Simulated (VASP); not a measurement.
# FeSi (P2_13) in VASP: a series of runs

FeSi is run at these levels: r2SCAN; tasks: single point.

Program: VASP 6.6.1. These are calculated values, not measurements. Logs are shortened: lines on timing, memory, paths and dates and some standing lists are left out, and cuts for length are marked.

**1. The cell of the first run**

The structure is cubic, space group P2_13 (No. 198). The conventional cell has a = 4.282 Å, b = 4.282 Å, c = 4.282 Å, α = 90.00°, β = 90.00°, γ = 90.00°. Within 2.9 Å of Fe (site symmetry 3) lie 7 Si at 2.20 to 2.38 Å and 6 Fe at 2.63 Å. Si (site symmetry 3) has 7 Fe at 2.20 to 2.38 Å and 6 Si at 2.65 Å within 2.9 Å.

**2. Single point, r2SCAN (9.82 Å³/atom)**

POSCAR reads:

```
FeSi
1.0
    4.2823797376      0.0000000000      0.0000000000
    0.0000000000      4.2823797376      0.0000000000
    0.0000000000      0.0000000000      4.2823797376
Fe Si
4 4
Direct
    0.1395328068      0.1395328068      0.1395328068
    0.3604671932      0.8604671932      0.6395328068
    0.6395328068      0.3604671932      0.8604671932
    0.8604671932      0.6395328068      0.3604671932
    0.8425090222      0.8425090222      0.8425090222
    0.6574909778      0.1574909778      0.3425090222
    0.3425090222      0.6574909778      0.1574909778
    0.1574909778      0.3425090222      0.6574909778
```

INCAR.step1 reads:

```
SYSTEM = FeSi
PREC     = Accurate       ! precision mode
ENCUT    = 520            ! plane-wave cutoff, eV
ISMEAR   = 0              ! smearing method
SIGMA    = 0.05           ! smearing width, eV
LREAL    = .False.        ! projectors in reciprocal space
LASPH    = .True.         ! aspherical terms in the spheres
NELM     = 60             ! most SCF steps
NBANDS   = 34             ! bands
GGA      = PE             ! functional
ALGO     = Normal         ! electronic algorithm
EDIFF    = 1E-4           ! SCF threshold, eV
LWAVE    = .True.         ! write WAVECAR
LCHARG   = .False.        ! write CHGCAR
```

INCAR.step2 reads:

```
SYSTEM = FeSi
PREC     = Accurate       ! precision mode
ENCUT    = 520            ! plane-wave cutoff, eV
EDIFF    = 1E-6           ! SCF threshold, eV
ISMEAR   = 0              ! smearing method
SIGMA    = 0.05           ! smearing width, eV
LREAL    = .False.        ! projectors in reciprocal space
LASPH    = .True.         ! aspherical terms in the spheres
NELM     = 60             ! most SCF steps
ALGO     = Normal         ! electronic algorithm
ISIF     = 2              ! what is computed and relaxed
LWAVE    = .False.        ! write WAVECAR
LCHARG   = .True.         ! write CHGCAR
METAGGA  = R2SCAN         ! meta-GGA
LMIXTAU  = .True.       
LELF     = .True.         ! ELF
LVHAR    = .True.       
NBANDS   = 34             ! bands
ISTART   = 1
```

KPOINTS reads:

```
Automatic mesh
0
Gamma
  8 8 8
  0 0 0
```

Potentials or basis: VASP PAW PBE potentials, release 64 (Fe, Si).

The run is started by

```console
> cat potpaw_PBE.64/Fe/POTCAR potpaw_PBE.64/Si/POTCAR > POTCAR
> cp INCAR.step1 INCAR
> mpirun -np 1 vasp_std > vasp.out
> cp INCAR.step2 INCAR
> mpirun -np 1 vasp_std > vasp.out
```

OUTCAR:

```text
SYSTEM = FeSi
   PREC = Accurate
   ENCUT = 520
   EDIFF = 1E-6
   ISMEAR = 0
   LREAL = .False.
   LASPH = .True.
   NELM = 60
   ISIF = 2
   METAGGA = R2SCAN
   ISTART = 1

 ion  position               nearest neighbor table
   1  0.140  0.140  0.140-   5 2.20   6 2.24   7 2.24   8 2.24   7 2.38   8 2.38   6 2.38   3 2.63
                             4 2.63   2 2.63   2 2.63   4 2.63   3 2.63
   2  0.360  0.860  0.640-   6 2.20   5 2.24   7 2.24   8 2.24   7 2.38   8 2.38   5 2.38   1 2.63
                             1 2.63   3 2.63   3 2.63   4 2.63   4 2.63
   3  0.640  0.360  0.860-   7 2.20   6 2.24   5 2.24   8 2.24   8 2.38   6 2.38   5 2.38   1 2.63
                             4 2.63   2 2.63   2 2.63   4 2.63   1 2.63
   4  0.860  0.640  0.360-   8 2.20   6 2.24   7 2.24   5 2.24   6 2.38   5 2.38   7 2.38   1 2.63
                             3 2.63   2 2.63   1 2.63   2 2.63   3 2.63
   5  0.843  0.843  0.843-   1 2.20   2 2.24   3 2.24   4 2.24   3 2.38   4 2.38   2 2.38   6 2.65
                             7 2.65   6 2.65   7 2.65   8 2.65   8 2.65
   6  0.657  0.157  0.343-   2 2.20   1 2.24   3 2.24   4 2.24   3 2.38   4 2.38   1 2.38   5 2.65
                             5 2.65   8 2.65   8 2.65   7 2.65   7 2.65
   7  0.343  0.657  0.157-   3 2.20   2 2.24   1 2.24   4 2.24   4 2.38   2 2.38   1 2.38   5 2.65
                             8 2.65   8 2.65   5 2.65   6 2.65   6 2.65
   8  0.157  0.343  0.657-   4 2.20   2 2.24   3 2.24   1 2.24   2 2.38   1 2.38   3 2.38   6 2.65
                             7 2.65   7 2.65   6 2.65   5 2.65   5 2.65

  LATTYP: Found a simple cubic cell.
 ALAT       =     4.2823797376

  Lattice vectors:

 A1 = (   4.2823797376,   0.0000000000,   0.0000000000)
 A2 = (   0.0000000000,   4.2823797376,   0.0000000000)
 A3 = (   0.0000000000,   0.0000000000,   4.2823797376)

Analysis of symmetry for initial positions (statically):
=====================================================================
 Subroutine PRICEL returns:
 Original cell was already a primitive cell.

 Routine SETGRP: Setting up the symmetry group for a
 simple cubic supercell.

 Subroutine GETGRP returns: Found 12 space group operations
 (whereof  3 operations were pure point group operations)
 out of a pool of 48 trial point group operations.

The static configuration has the point symmetry C_3 .
 The point group associated with its full space group is T   .

Analysis of symmetry for dynamics (positions and initial velocities):
=====================================================================
 Subroutine PRICEL returns:
 Original cell was already a primitive cell.

 Routine SETGRP: Setting up the symmetry group for a
 simple cubic supercell.

 Subroutine GETGRP returns: Found 12 space group operations
 (whereof  3 operations were pure point group operations)
 out of a pool of 48 trial point group operations.

The dynamic configuration has the point symmetry C_3 .
 The point group associated with its full space group is T   .

 Subroutine INISYM returns: Found 12 space group operations
 (whereof  3 operations are pure point group operations),
 and found     1 'primitive' translations

----------------------------------------------------------------------------------------

                                     Primitive cell

  volume of cell :      78.5336

  direct lattice vectors                    reciprocal lattice vectors
     4.282379738  0.000000000  0.000000000     0.233515022  0.000000000  0.000000000
     0.000000000  4.282379738  0.000000000     0.000000000  0.233515022  0.000000000
     0.000000000  0.000000000  4.282379738     0.000000000  0.000000000  0.233515022

  length of vectors
     4.282379738  4.282379738  4.282379738     0.233515022  0.233515022  0.233515022

  position of ions in fractional coordinates (direct lattice)
     0.139532807  0.139532807  0.139532807
     0.360467193  0.860467193  0.639532807
     0.639532807  0.360467193  0.860467193
     0.860467193  0.639532807  0.360467193
     0.842509022  0.842509022  0.842509022
     0.657490978  0.157490978  0.342509022
     0.342509022  0.657490978  0.157490978
     0.157490978  0.342509022  0.657490978

  ion indices of the primitive-cell ions
   primitive index   ion index
                 1           1
                 2           2
                 3           3
                 4           4
                 5           5
                 6           6
                 7           7
                 8           8

----------------------------------------------------------------------------------------

 KPOINTS: Automatic mesh

Automatic generation of k-mesh.
 Grid dimensions read from file:
 generate k-points for:    8    8    8

 Generating k-lattice:

  Cartesian coordinates                     Fractional coordinates (reciprocal lattice)
     0.029189378  0.000000000  0.000000000     0.125000000  0.000000000  0.000000000
     0.000000000  0.029189378  0.000000000     0.000000000  0.125000000  0.000000000
     0.000000000  0.000000000  0.029189378     0.000000000  0.000000000  0.125000000

  Length of vectors
     0.029189378  0.029189378  0.029189378

  Shift w.r.t. Gamma in fractional coordinates (k-lattice)
     0.000000000  0.000000000  0.000000000

 Subroutine IBZKPT returns following result:
 ===========================================

 Found     45 irreducible k-points:

 Following reciprocal coordinates:
            Coordinates               Weight
  0.000000  0.000000  0.000000      1.000000
  0.125000  0.000000  0.000000      6.000000
  0.250000  0.000000  0.000000      6.000000
  0.375000  0.000000  0.000000      6.000000
  0.500000  0.000000  0.000000      3.000000
  0.125000  0.125000  0.000000     12.000000
[... 16 lines left out ...]
  0.250000  0.125000  0.125000     24.000000
  0.375000  0.125000  0.125000     24.000000
 [... further k-points ...]
   k-points           NKPTS =     45   k-points in BZ     NKDIM =     45   number of bands    NBANDS=     34
   number of dos      NEDOS =    301   number of ions     NIONS =      8
   total plane-waves  NPLWV =  32768
   dimension x,y,z NGX =    32 NGY =   32 NGZ =   32
   dimension x,y,z NGXF=    64 NGYF=   64 NGZF=   64
   ions per type =               4   4
   NGX,Y,Z   is equivalent  to a cutoff of  12.42, 12.42, 12.42 a.u.
   NGXF,Y,Z  is equivalent  to a cutoff of  24.85, 24.85, 24.85 a.u.
 SYSTEM =  FeSi
   PREC   = accura    normal or accurate (medium, high low for compatibility)
   ISTART =      1    job   : 0-new  1-cont  2-samecut
   ICHARG =      0    charge: 1-file 2-atom 10-const
   ISPIN  =      1    spin polarized calculation?
   LNONCOLLINEAR =      F non collinear calculations
   LSORBIT =      F    spin-orbit coupling
   LASPH  =      T    aspherical Exc in radial PAW
   ENCUT  =  520.0 eV  38.22 Ry    6.18 a.u.   7.96  7.96  7.96*2*pi/ulx,y,z
   NELM   =     60;   NELMIN=  2; NELMDL=  0     # of ELM steps
   EDIFF  = 0.1E-05   stopping-criterion for ELM
   LREAL  =      F    real-space projection
   EDIFFG = 0.1E-04   stopping-criterion for IOM
   NSW    =      0    number of steps for IOM
   IBRION =     -1    ionic relax: 0-MD 1-quasi-New 2-CG
   NFREE  =      0    steps in history (QN), initial steepest desc. (CG)
   ISIF   =      2    stress and relaxation
   ISYM   =      2    0-nonsym 1-usesym 2-fastsym
   POTIM  = 0.5000    time-step for ionic-motion
   TEBEG  =    0.0;   TEEND  =   0.0 temperature during run
   PSTRESS=    0.0 pullay stress
   NELECT =      48.0000    total number of electrons
   NUPDOWN=      -1.0000    fix difference up-down
   EMIN   =  10.00;   EMAX   =-10.00  energy-range for DOS
   EFERMI =   0.00;   METHOD = LEGACY
   ISMEAR =     0;   SIGMA  =   0.05  broadening in eV -4-tet -1-fermi 0-gaus
   EFERMI_NEDOS =   21; number of points for ismear=-14 and -15
   IALGO  =     38    algorithm
   IMIX   =      4    mixing-type and parameters
     AMIX     =   0.40;   BMIX     =  1.00
     AMIX_MAG =   1.60;   BMIX_MAG =  1.00
  volume/ion in A,a.u.               =       9.82        66.25
  Fermi-wavevector in a.u.,A,eV,Ry     =   1.389324  2.625441 26.262237  1.930220
  Thomas-Fermi vector in A             =   2.513365
   LORBIT       =      0    0 simple, 1 ext, 2 COOP (PROOUT), +10 PAW based schemes
   METAGGA = R2SCAN    functional components
   LHFCALC =     F    Hartree Fock is set to
   AEXX    =    0.0000 exact exchange contribution
   IVDW    =     0    specifies the selected vdW correction
   LEPSILON=     F    determine dielectric tensor
   LRPA    =     F    only Hartree local field effects (RPA)
 non-spin polarized calculation
 Gauss-broadening in eV      SIGMA  =   0.05
  energy-cutoff  :      520.00
  volume of cell :       78.53
 maximum number of plane-waves:      2176
   NGX = 15   NGY = 15   NGZ = 15

 number of electron      48.0000047 magnetization

 Free energy of the ion-electron system (eV)
  ---------------------------------------------------
  ext. energy  EPLUGINS =         0.00000000
  ---------------------------------------------------
  free energy    TOTEN  =       -94.25748779 eV

  energy without entropy =      -94.25748770  energy(sigma->0) =      -94.25748775

 E-fermi :  11.3087     XC(G=0): -14.4581

 val. band max:       11.1570465235   @ k =   0.3750   0.0000   0.0000
 cond. band min:      11.4715143893   @ k =   0.3750   0.1250   0.0000
 fundamental gap:      0.3144678658
 Fermi energy:        11.3086873283

 k-point     1 :       0.0000    0.0000    0.0000
  band No.  band energies     occupation
      1      -3.7666      2.00000
      2       2.3025      2.00000
      3       2.3025      2.00000
      4       2.3025      2.00000
      5       5.3002      2.00000
      6       5.3002      2.00000
[... 26 lines left out ...]
     33      16.2342      0.00000
     34      16.2342      0.00000
[... 820 lines left out ...]
      4       3.4539      2.00000
      5       4.1065      2.00000
      6       5.0189      2.00000
[... 26 lines left out ...]
     33      16.3550      0.00000
     34      17.0348      0.00000

 [... further k-points ...]

------------------------ aborting loop because EDIFF is reached ----------------------------------------

  FORCE on cell =-STRESS in cart. coord.  units (eV):
  Direction    XX          YY          ZZ          XY          YZ          ZX
  --------------------------------------------------------------------------------------
  -------------------------------------------------------------------------------------
  Total       12.4675910     12.4675910     12.4675910      0.0000000     -0.0000000      0.0000000
  in kB      254.3534317    254.3534317    254.3534317      0.0000000     -0.0000000      0.0000000
  external PRESSURE =     254.3534317 kB  Pullay stress =       0.0000000 kB

 VOLUME and BASIS-vectors are now :
 -----------------------------------------------------------------------------
  energy-cutoff  :      520.00
  volume of cell :       78.53
      direct lattice vectors                 reciprocal lattice vectors
     4.282379738  0.000000000  0.000000000     0.233515022  0.000000000  0.000000000
     0.000000000  4.282379738  0.000000000     0.000000000  0.233515022  0.000000000
     0.000000000  0.000000000  4.282379738     0.000000000  0.000000000  0.233515022

 POSITION                                       TOTAL-FORCE (eV/Angst)
 -----------------------------------------------------------------------------------
      0.59753      0.59753      0.59753         0.028424      0.028424      0.028424
      1.54366      3.68485      2.73872        -0.028424     -0.028424      0.028424
      2.73872      1.54366      3.68485         0.028424     -0.028424     -0.028424
      3.68485      2.73872      1.54366        -0.028424      0.028424     -0.028424
      3.60794      3.60794      3.60794        -0.000275     -0.000275     -0.000275
      2.81563      0.67444      1.46675         0.000275      0.000275     -0.000275
      1.46675      2.81563      0.67444        -0.000275      0.000275      0.000275
      0.67444      1.46675      2.81563         0.000275     -0.000275      0.000275
 -----------------------------------------------------------------------------------
    total drift:                               -0.000001     -0.000001     -0.000000

  FREE ENERGIE OF THE ION-ELECTRON SYSTEM (eV)
  ---------------------------------------------------
  free  energy   TOTEN  =       -94.2574877894 eV

  energy  without entropy=      -94.2574877043  energy(sigma->0) =      -94.25748775
```

Wall time 3.6 min (1 thread of AMD EPYC 9R45 (Zen 5), shared host); peak memory 0.22 GiB.

Results:

| Item | Value |
| --- | --- |
| Free energy | -94.2575 eV |
| Pressure | 25.4 GPa |
| Largest force | 0.049 eV/Å |
| Band gap on the k mesh | 0.31 eV (least direct gap 0.33 eV) |

Forces in eV/Å, atoms in the order of the input:
```
Fe   0.028  0.028  0.028
Fe  -0.028 -0.028  0.028
Fe   0.028 -0.028 -0.028
Fe  -0.028  0.028 -0.028
Si   0.000  0.000  0.000
Si   0.000  0.000  0.000
Si   0.000  0.000  0.000
Si   0.000  0.000  0.000
```

Levels at points of the mesh, in eV from the valence-band top:
```csv
k point,band 20,band 21,band 22,band 23,band 24,band 25,band 26,band 27,band 28,band 29
"(0.00, 0.00, 0.00)",-0.43,-0.43,-0.43,-0.15,-0.15,0.92,0.92,0.92,3.85,3.85
"(0.50, 0.00, 0.00)",-1.59,-0.56,-0.56,-0.05,-0.05,0.36,0.36,2.14,2.14,2.93
"(0.50, 0.50, 0.00)",-1.54,-1.24,-1.24,-0.51,-0.51,0.87,0.87,1.72,1.72,3.47
"(0.50, 0.50, 0.50)",-0.93,-0.91,-0.91,-0.91,-0.91,0.77,0.77,0.77,0.77,6.93
```

Caveat: the cell stands under pressure; the PAW data sets were made with another functional, which shifts forces and pressure a little. A k mesh can miss the band edges.

**3. Single point, r2SCAN (10.24 Å³/atom)**

This run uses another cell than the first one, of 10.24 Å³/atom.

POSCAR reads:

```
FeSi
1.0
    4.3435648574      0.0000000000      0.0000000000
    0.0000000000      4.3435648574      0.0000000000
    0.0000000000      0.0000000000      4.3435648574
Fe Si
4 4
Direct
    0.1381871119      0.1381871119      0.1381871119
    0.3618128881      0.8618128881      0.6381871119
    0.6381871119      0.3618128881      0.8618128881
    0.8618128881      0.6381871119      0.3618128881
    0.8418778163      0.8418778163      0.8418778163
    0.6581221837      0.1581221837      0.3418778163
    0.3418778163      0.6581221837      0.1581221837
    0.1581221837      0.3418778163      0.6581221837
```

INCAR.step1 reads:

```
  PREC = Accurate
  ENCUT = 520
  ISMEAR = 0
  SIGMA = 0.05
  LREAL = False
  LASPH = True
  NELM = 80
  NBANDS = 34
  GGA = PE
  ALGO = Normal
  EDIFF = 1E-4
  LWAVE = True
  LCHARG = False
```

INCAR.step2 reads:

```
  PREC = Accurate
  ENCUT = 520
  EDIFF = 1E-7
  ISMEAR = 0
  SIGMA = 0.05
  LREAL = False
  LASPH = True
  NELM = 80
  ALGO = Normal
  ISIF = 2
  LWAVE = False
  LCHARG = True
  METAGGA = R2SCAN
  LMIXTAU = True
  LELF = True
  LVHAR = True
  NBANDS = 34
  ISTART = 1
```

KPOINTS reads:

```
regular mesh
0
Gamma
  8 8 8
```

Potentials or basis: VASP PAW PBE potentials, release 64 (Fe, Si).

The run is started by

```console
> cat potpaw_PBE.64/Fe/POTCAR potpaw_PBE.64/Si/POTCAR > POTCAR
> cp INCAR.step1 INCAR
> mpirun -np 1 vasp_std > vasp.out
> cp INCAR.step2 INCAR
> mpirun -np 1 vasp_std > vasp.out
```

Wall time 2.2 min (1 thread of Intel Xeon 6975P-C (Granite Rapids), shared host); peak memory 0.25 GiB.

The run converged. Its results:

| Quantity | Value |
| --- | --- |
| Free energy | -94.6438 eV |
| Pressure | 11.5 GPa |
| Largest force | 0.043 eV/Å |
| Band gap on the k mesh | 0.32 eV (least direct gap 0.33 eV) |

Forces on the atoms (eV/Å):
```
Fe   0.025  0.025  0.025
Fe  -0.025 -0.025  0.025
Fe   0.025 -0.025 -0.025
Fe  -0.025  0.025 -0.025
Si  -0.001 -0.001 -0.001
Si   0.001  0.001 -0.001
Si  -0.001  0.001  0.001
Si   0.001 -0.001  0.001
```

Levels at points of the mesh, in eV from the valence-band top:
```tsv
k point	band 22	band 23	band 24	band 25	band 26	band 27
(0.00, 0.00, 0.00)	-0.40	-0.13	-0.13	0.88	0.88	0.88
(0.50, 0.00, 0.00)	-0.52	-0.05	-0.05	0.37	0.37	2.04
(0.50, 0.50, 0.00)	-1.17	-0.47	-0.47	0.84	0.84	1.64
(0.50, 0.50, 0.50)	-0.84	-0.84	-0.84	0.75	0.75	0.75
```

Caveat: the cell stands under pressure; the PAW data sets were made with another functional, which shifts forces and pressure a little.
